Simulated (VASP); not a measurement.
Set up this calculation in VASP 6.6.1, as the native input.

| Quantity | Value |
| --- | --- |
| Task | single point |
| Functional | r2SCAN |
| Potentials or basis | VASP PAW PBE potentials, release 64 (Rb_sv, Cl, K_sv) |
| Cutoff | 520 eV |
| k mesh | 6 × 6 × 6 |
| Occupations | gaussian, width 0.0291 eV |
| Spin | no spin polarisation |
| Dipole correction | no |
| Further INCAR settings | ALGO = Normal; EDIFF = 1e-07; NBANDS = 44 |

K2RbCl6:

```
Rb Cl K
1.0
     0.00000    5.20393    5.20393
     5.20393    0.00000    5.20393
     5.20393    5.20393    0.00000
Rb Cl K
1 6 2
Direct
  0.00000 0.00000 0.00000
  0.76010 0.23990 0.76010
  0.76010 0.23990 0.23990
  0.23990 0.76010 0.23990
  0.23990 0.76010 0.76010
  0.76010 0.76010 0.23990
  0.23990 0.23990 0.76010
  0.75000 0.75000 0.75000
  0.25000 0.25000 0.25000
```

The input as run:

POSCAR

```
K2RbCl6
1.0
    0.0000000000      5.2039340000      5.2039340000
    5.2039340000      0.0000000000      5.2039340000
    5.2039340000      5.2039340000      0.0000000000
Rb Cl K
1 6 2
Direct
    0.0000000000      0.0000000000      0.0000000000
    0.7601000000      0.2399000000      0.7601000000
    0.7601000000      0.2399000000      0.2399000000
    0.2399000000      0.7601000000      0.2399000000
    0.2399000000      0.7601000000      0.7601000000
    0.7601000000      0.7601000000      0.2399000000
    0.2399000000      0.2399000000      0.7601000000
    0.7500000000      0.7500000000      0.7500000000
    0.2500000000      0.2500000000      0.2500000000
```

INCAR.step1

```
PREC = Accurate ; ENCUT = 520
ISMEAR = 0 ; SIGMA = 0.0291
LREAL = False ; LASPH = True
NELM = 80 ; NBANDS = 44
GGA = PE ; ALGO = Normal
EDIFF = 1E-4 ; LWAVE = True
LCHARG = False
```

INCAR.step2

```
PREC = Accurate ; ENCUT = 520
EDIFF = 1E-7 ; ISMEAR = 0
SIGMA = 0.0291 ; LREAL = False
LASPH = True ; NELM = 80
ALGO = Normal ; ISIF = 2
LWAVE = False ; LCHARG = False
METAGGA = R2SCAN ; LMIXTAU = True
NBANDS = 44 ; ISTART = 1
```

KPOINTS

```
regular mesh
0
Gamma
  6 6 6
```

Potentials or basis: VASP PAW PBE potentials, release 64 (Rb_sv, Cl, K_sv).

Command:

```sh
$ cat potpaw_PBE.64/Rb_sv/POTCAR potpaw_PBE.64/Cl/POTCAR potpaw_PBE.64/K_sv/POTCAR > POTCAR
$ cp INCAR.step1 INCAR
$ mpirun -np 1 vasp_std > vasp.out
$ cp INCAR.step2 INCAR
$ mpirun -np 1 vasp_std > vasp.out
```

It gave:

| Quantity | Value |
| --- | --- |
| Pressure | 4.6 GPa |
| Largest force | 2.416 eV/Å |
| Band gap on the k mesh | zero (an odd number of electrons rules out a gap without spin polarisation) |

Caveat: the cell stands under pressure; the PAW data sets were made with another functional, which shifts forces and pressure a little; an odd number of electrons without spin polarisation forces a metal; a magnetic or distorted state may lie lower.

Run time: 15 min on 1 thread of AMD EPYC 7R13 Processor (Zen 3), with other jobs on the host, peak memory 0.52 GiB.
